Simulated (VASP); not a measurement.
A run of VASP 6.6.1 is set up as follows.

The input INCAR:

```
ALGO = Normal ; EDIFF = 1E-8
ENCUT = 520 ; GGA = PE
ISIF = 2 ; ISMEAR = -1
LASPH = T ; LCHARG = F
LEFG = T ; LREAL = F
LWAVE = F ; NBANDS = 9
NELM = 80 ; PREC = Accurate
SIGMA = 0.05
```

The input KPOINTS:

```
k-points
0
Gamma
  12 12 7
```

File POSCAR:

```
Mg
1.0
    3.2722144052      0.0000000000      0.0000000000
   -1.6361072025      2.8338208015      0.0000000000
    0.0000000000      0.0000000000      5.3125192770
Mg
2
Direct
    0.3333333333      0.6666666667      0.2500000000
    0.6666666667      0.3333333333      0.7500000000
```

Potentials or basis: VASP PAW PBE potentials, release 64 (Mg).

Command:

```sh
$ cat potpaw_PBE.64/Mg/POTCAR > POTCAR
$ mpirun -np 1 vasp_std > vasp.out
```

Q: What does it give for the pressure?

A: -2.4 GPa.

Q: What does it give for the band gap on the k mesh?

A: Zero (bands 2 and 3 overlap by 2.23 eV).

Electric field gradients, principal values (V/Å²):
```
atom   least  middle  greatest (by size)
1 Mg  -0.576  -0.576               1.152
2 Mg  -0.576  -0.576               1.152
```

Caveat: without QUAD_EFG the Cq values of the log hold for a quadrupole moment of 1 mb, not for the nuclei.
